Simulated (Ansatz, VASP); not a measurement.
## One calculation of BP, two programs

```
CELL_PARAMETERS angstrom
0.00000 2.20216 2.20216
2.20216 0.00000 2.20216
2.20216 2.20216 0.00000
ATOMIC_POSITIONS crystal
B 0.00000 0.00000 0.00000
P 0.50000 0.50000 0.50000
```

Change from the starting cell: volume scaled by 1.06, PAW files.

Alike in both runs: task electric field gradients; functional PBE; k mesh 16 × 16 × 16; occupations fermi-dirac, width 0.05 eV; no spin polarisation.

|  | VASP | Ansatz |
| --- | --- | --- |
| version | VASP 6.6.1 | Ansatz 0.2.0 |
| potentials or method | VASP PAW PBE potentials, release 64 (B, P) | PAW with Ansatz's default frozen-core files, scalar-relativistic |
| plane-wave cutoff (eV) | 520 | 420 |
| valence electrons in the cell | 8 | 8 |

VASP gave:

* pressure (GPa): -8.6

Which values does Ansatz return?

Pressure (GPa): -8.4.
